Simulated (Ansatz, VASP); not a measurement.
# MnS: VASP beside Ansatz

File INCAR:

```
SYSTEM = MnS
PREC     = Accurate       ! precision mode
ENCUT    = 520            ! plane-wave cutoff, eV
EDIFF    = 1E-7           ! SCF threshold, eV
ISMEAR   = -1             ! smearing method
SIGMA    = 0.05           ! smearing width, eV
LREAL    = .False.        ! projectors in reciprocal space
LASPH    = .True.         ! aspherical terms in the spheres
NELM     = 150            ! most SCF steps
ALGO     = Normal         ! electronic algorithm
ISIF     = 2              ! what is computed and relaxed
LWAVE    = .False.        ! write WAVECAR
LCHARG   = .False.        ! write CHGCAR
ISPIN    = 2              ! spin polarisation
MAGMOM   = 5 0            ! initial moments
LORBIT   = 11             ! projections on sites
NUPDOWN  = 5.0            ! fixed moment
LMAXMIX  = 4              ! l up to which the mixer works
GGA      = PE             ! functional
NBANDS   = 20             ! bands
```

File KPOINTS:

```
regular mesh
0
Gamma
  8 8 8
  0 0 0
```

Contents of POSCAR:

```
MnS
1.0
    0.0000000000      2.4734634191      2.4734634191
    2.4734634191      0.0000000000      2.4734634191
    2.4734634191      2.4734634191      0.0000000000
Mn S
1 1
Direct
    0.0000000000      0.0000000000      0.0000000000
    0.7500000000      0.7500000000      0.7500000000
```

File input.yaml:

```yaml
crystal:
  lattice:
    - [0.0, 2.4734634191, 2.4734634191]
    - [2.4734634191, 0.0, 2.4734634191]
    - [2.4734634191, 2.4734634191, 0.0]
  atoms:
    - { symbol: Mn, position: [0.0, 0.0, 0.0], spin: 5.0 }
    - { symbol: S, position: [0.75, 0.75, 0.75] }
hamiltonian:
  xc: pbe
  pseudopotentials: { kind: paw }
magnetization:
  spin_polarized: true
  initial_magnetization: 5.0
  spin_locking: { lock_magnetization: hard }
kpoints:
  mp_grid: { grid: [8, 8, 8] }
scf:
  occupations: { method: fermi_dirac, width: 0.05 }
  lower_state_search: "off"
output:
  forces: true
  stress: true
  eigenvalues: true
```

Alike in both runs: task single point; functional PBE; k mesh 8 × 8 × 8; occupations fermi-dirac, width 0.05 eV; collinear spin; fixed moment 5 μB.

|  | VASP | Ansatz |
| --- | --- | --- |
| version | VASP 6.6.1 | Ansatz 0.2.0 |
| potentials or method | VASP PAW PBE potentials, release 64 (Mn_pv, S) | Ansatz PAW |
| plane-wave cutoff (eV) | 520 | 420 |
| valence electrons in the cell | 19 | 21 |

```tsv
	VASP	Ansatz	Ansatz less VASP
net moment per atom (μB)	2.50	2.50	0.000
size of the moment on the site where the two differ most (μB)	4.17	3.73	-0.443
```

Site moments also hang on the region over which each program counts them. VASP's potentials hold 19 valence electrons a cell and Ansatz's 21, so a difference there can come from the potentials and not from the codes.
